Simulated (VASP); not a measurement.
# ZrH2 (Fm-3m) in VASP: relaxation of cell and atoms with r2SCAN

Aim: the relaxation of cell and atoms of ZrH2 with r2SCAN.

Program: VASP 6.6.1. These are calculated values, not measurements. Logs are shortened: lines on timing, memory, paths and dates and some standing lists are left out, and cuts for length are marked.

## 1. The cell of the first run

It takes space group Fm-3m (No. 225, cubic). The conventional cell has a = 4.820 Å, b = 4.820 Å, c = 4.820 Å, α = 90.00°, β = 90.00°, γ = 90.00°. Zr (site symmetry m-3m) has 8 H at 2.09 Å within 2.8 Å. Within 2.8 Å of H (site symmetry -43m) lie 4 Zr at 2.09 Å and 6 H at 2.41 Å.

## 2. Relaxation of cell and atoms, r2SCAN

Input file POSCAR:

```
ZrH2
1.0
    0.0000000000      2.4100000000      2.4100000000
    2.4100000000      0.0000000000      2.4100000000
    2.4100000000      2.4100000000      0.0000000000
Zr H
1 2
Direct
    0.0000000000      0.0000000000      0.0000000000
    0.2500000000      0.2500000000      0.2500000000
    0.7500000000      0.7500000000      0.7500000000
```

Input file INCAR.step1:

```
  PREC = Accurate
  ENCUT = 550
  ISMEAR = 1
  SIGMA = 0.05
  LREAL = F
  LASPH = T
  NELM = 120
  GGA = PE
  ALGO = Normal
  EDIFF = 1E-5
  LWAVE = T
  LCHARG = F
  GGA_COMPAT = F
  IBRION = 2
  ISIF = 3
  EDIFFG = -0.005
  NELMIN = 4
  NSW = 100
```

Input file INCAR.step2:

```
  PREC = Accurate
  ENCUT = 550
  EDIFF = 1E-7
  ISMEAR = 1
  SIGMA = 0.05
  LREAL = F
  LASPH = T
  NELM = 120
  ALGO = Normal
  ISIF = 3
  LWAVE = F
  LCHARG = F
  METAGGA = R2SCAN
  LMIXTAU = T
  IBRION = 2
  NSW = 80
  EDIFFG = -0.02
  ISTART = 1
  GGA_COMPAT = F
  NELMIN = 4
```

Input file KPOINTS:

```
Automatic mesh
0
Gamma
  8 8 8
```

Potentials or basis: VASP PAW PBE potentials, release 64 (Zr_sv, H).

Command:

```sh
> cat potpaw_PBE.64/Zr_sv/POTCAR potpaw_PBE.64/H/POTCAR > POTCAR
> cp INCAR.step1 INCAR
> mpirun -np 1 vasp_std > vasp.out
> cp INCAR.step2 INCAR
> mpirun -np 1 vasp_std > vasp.out
```

OUTCAR:

```text
PREC = Accurate
   ENCUT = 550
   EDIFF = 1E-7
   ISMEAR = 1
   LREAL = F
   LASPH = T
   NELM = 120
   ISIF = 3
   METAGGA = R2SCAN
   IBRION = 2
   NSW = 80
   EDIFFG = -0.02
   ISTART = 1
   NELMIN = 4

 ion  position               nearest neighbor table
   1  0.000  0.000  0.000-   3 2.09   3 2.09   3 2.09   2 2.09   3 2.09   2 2.09   2 2.09   2 2.09

   2  0.250  0.250  0.250-   1 2.09   1 2.09   1 2.09   1 2.09
   3  0.750  0.750  0.750-   1 2.09   1 2.09   1 2.09   1 2.09

  LATTYP: Found a face centered cubic cell.
 ALAT       =     4.8200000000

  Lattice vectors:

 A1 = (   0.0000000000,   2.4100000000,   2.4100000000)
 A2 = (   2.4100000000,   0.0000000000,   2.4100000000)
 A3 = (   2.4100000000,   2.4100000000,   0.0000000000)

Analysis of symmetry for initial positions (statically):
=====================================================================
 Subroutine PRICEL returns:
 Original cell was already a primitive cell.

 Routine SETGRP: Setting up the symmetry group for a
 face centered cubic supercell.

 Subroutine GETGRP returns: Found 48 space group operations
 (whereof 48 operations were pure point group operations)
 out of a pool of 48 trial point group operations.

The static configuration has the point symmetry O_h .

Analysis of symmetry for dynamics (positions and initial velocities):
=====================================================================
 Subroutine PRICEL returns:
 Original cell was already a primitive cell.

 Routine SETGRP: Setting up the symmetry group for a
 face centered cubic supercell.

 Subroutine GETGRP returns: Found 48 space group operations
 (whereof 48 operations were pure point group operations)
 out of a pool of 48 trial point group operations.

The dynamic configuration has the point symmetry O_h .

 Subroutine INISYM returns: Found 48 space group operations
 (whereof 48 operations are pure point group operations),
 and found     1 'primitive' translations

----------------------------------------------------------------------------------------

                                     Primitive cell

  volume of cell :      27.9950

[... 150 lines left out ...]
  external PRESSURE =     -17.7966983 kB  Pullay stress =       0.0000000 kB

 VOLUME and BASIS-vectors are now :
 -----------------------------------------------------------------------------
  energy-cutoff  :      550.00
  volume of cell :       28.00
      direct lattice vectors                 reciprocal lattice vectors
     0.000000000  2.410000000  2.410000000    -0.207468880  0.207468880  0.207468880
     2.410000000  0.000000000  2.410000000     0.207468880 -0.207468880  0.207468880
     2.410000000  2.410000000  0.000000000     0.207468880  0.207468880 -0.207468880

 POSITION                                       TOTAL-FORCE (eV/Angst)
 -----------------------------------------------------------------------------------
      0.00000      0.00000      0.00000         0.000000      0.000000      0.000000
      1.20500      1.20500      1.20500         0.000000      0.000000      0.000000
      3.61500      3.61500      3.61500        -0.000000     -0.000000     -0.000000
 -----------------------------------------------------------------------------------
    total drift:                               -0.000000     -0.000000      0.000000

  FREE ENERGIE OF THE ION-ELECTRON SYSTEM (eV)
  ---------------------------------------------------
  free  energy   TOTEN  =       -31.5423159922 eV

  energy  without entropy=      -31.5423912108  energy(sigma->0) =      -31.54234107

--------------------------------------- Ionic step        2  -------------------------------------------

 number of electron      14.0000000 magnetization

 Free energy of the ion-electron system (eV)
  ---------------------------------------------------
  ext. energy  EPLUGINS =         0.00000000
  ---------------------------------------------------
  free energy    TOTEN  =       -31.54434055 eV

  energy without entropy =      -31.54439889  energy(sigma->0) =      -31.54435999

 E-fermi :   8.8008     XC(G=0): -11.9555

 val. band max:        8.7574134885   @ k =   0.1250   0.1250   0.0000
 cond. band min:       8.8264053621   @ k =   0.2500   0.1250   0.0000
 fundamental gap:      0.0689918736
 Fermi energy:         8.8008057660

 k-point     1 :       0.0000    0.0000    0.0000
  band No.  band energies     occupation
      1     -42.4133      2.00000
      2     -19.4551      2.00000
      3     -19.4551      2.00000
      4     -19.4551      2.00000
      5      -1.6220      2.00000
      6       6.8613      2.00000
      7       8.4191      2.00000
      8       8.4191      2.00000
      9       8.4191      2.00000
     10      11.1049      0.00000
     11      11.1049      0.00000
[... 309 lines left out ...]
 k-point    24 :      -0.3750    0.2500    0.1250
  band No.  band energies     occupation
      1     -42.3144      2.00000
      2     -20.0616      2.00000
      3     -19.7327      2.00000
      4     -19.5932      2.00000
      5       1.5353      2.00000
      6       3.0497      2.00000
      7       7.0923      2.00000
      8       9.4605     -0.00000
      9      12.0063      0.00000
     10      13.2100      0.00000
     11      14.8666      0.00000

 [... further k-points ...]
[... 5 lines left out ...]
  --------------------------------------------------------------------------------------
  -------------------------------------------------------------------------------------
  Total        0.0461937      0.0461937      0.0461937      0.0000000      0.0000000      0.0000000
  in kB        2.6837617      2.6837617      2.6837617      0.0000000      0.0000000      0.0000000
  external PRESSURE =       2.6837617 kB  Pullay stress =       0.0000000 kB

 VOLUME and BASIS-vectors are now :
 -----------------------------------------------------------------------------
  energy-cutoff  :      550.00
  volume of cell :       27.58
      direct lattice vectors                 reciprocal lattice vectors
     0.000000000  2.397948615  2.397948615    -0.208511557  0.208511557  0.208511557
     2.397948615 -0.000000000  2.397948615     0.208511557 -0.208511557  0.208511557
     2.397948615  2.397948615  0.000000000     0.208511557  0.208511557 -0.208511557

 POSITION                                       TOTAL-FORCE (eV/Angst)
 -----------------------------------------------------------------------------------
      0.00000      0.00000      0.00000         0.000000     -0.000000      0.000000
      1.19897      1.19897      1.19897        -0.000000     -0.000000     -0.000000
      3.59692      3.59692      3.59692         0.000000      0.000000      0.000000
 -----------------------------------------------------------------------------------
    total drift:                               -0.000000     -0.000000      0.000000

  FREE ENERGIE OF THE ION-ELECTRON SYSTEM (eV)
  ---------------------------------------------------
  free  energy   TOTEN  =       -31.5443405482 eV

  energy  without entropy=      -31.5443988875  energy(sigma->0) =      -31.54435999

 reached required accuracy - stopping structural energy minimisation
```

Wall time 81 s (1 thread of Intel Xeon Platinum 8375C at 2.90GHz (Ice Lake), shared host); peak memory 0.17 GiB.

Results:

```
Free energy                           : -31.5443 eV
Relaxed volume                        : 9.19 Å³/atom
Relaxed cell                          : a = 3.391 Å, b = 3.391 Å, c = 3.391 Å, α = 60.00°, β = 60.00°, γ = 60.00°
Space group after relaxing (to 0.1 Å) : Fm-3m (No. 225)
Energy gained by relaxing             : 0.7 meV/atom
Ionic steps                           : 2
Pressure after relaxing               : 0.3 GPa
Band gap on the k mesh                : zero (bands 7 and 8 overlap by 0.41 eV)
```

The path:
```csv
step,energy change (eV),largest force (eV/Å),pressure (GPa),volume (Å³)
1,0.0000,0.0000,-1.78,28.00
2,-0.0020,0.0000,0.27,27.58
```

Final structure:
```cif
data_structure
_symmetry_space_group_name_H-M 'P 1'
_symmetry_Int_Tables_number 1
_cell_length_a 3.3912
_cell_length_b 3.3912
_cell_length_c 3.3912
_cell_angle_alpha 60.000
_cell_angle_beta 60.000
_cell_angle_gamma 60.000
_cell_volume 27.58
loop_
_atom_site_label
_atom_site_type_symbol
_atom_site_fract_x
_atom_site_fract_y
_atom_site_fract_z
_atom_site_occupancy
Zr1 Zr 0.00000 0.00000 0.00000 1
H1 H 0.25000 0.25000 0.25000 1
H2 H 0.75000 0.75000 0.75000 1
```

Caveat: the PAW data sets were made with another functional, which shifts forces and pressure a little.
